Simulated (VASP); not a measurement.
SnSe, 8 atoms in the cell. It takes space group Pnma (No. 62, orthorhombic). Conventional cell: a = 11.484 Å, b = 4.167 Å, c = 4.388 Å, α = 90.00°, β = 90.00°, γ = 90.00°. Sn (site symmetry m) has 6 Se at 2.77 to 3.43 Å and 2 Sn at 3.51 Å within 3.6 Å. Within 3.6 Å of Se (site symmetry m) lie 6 Sn at 2.77 to 3.43 Å. 

```yaml
Program: VASP 6.6.1
Task: single point
Functional: PBE
Dispersion: D3(BJ)
Potentials_or_basis: VASP PAW PBE potentials, release 64 (Sn_d, Se)
Cutoff: 520 eV
k_mesh: 4 × 8 × 8
Occupations: gaussian, width 0.02 eV
Spin: no spin polarisation
Dipole_correction: no
Further_INCAR_settings: ALGO = Normal; EDIFF = 1e-07; NBANDS = 50
```

Potentials or basis: VASP PAW PBE potentials, release 64 (Sn_d, Se).

The run is started by

```sh
$ cat potpaw_PBE.64/Sn_d/POTCAR potpaw_PBE.64/Se/POTCAR > POTCAR
$ mpirun -np 1 vasp_std > vasp.out
```

Hardware: 1 thread of Intel(R) Xeon(R) Platinum 8488C (Sapphire Rapids) (shared host).

**Question.** How long does it take, and how much memory?

**Answer.** Wall time 8.6 min on 1 thread of Intel(R) Xeon(R) Platinum 8488C (Sapphire Rapids) (shared host), peak memory 0.73 GiB. Counts: scf iterations 14, k points 75.
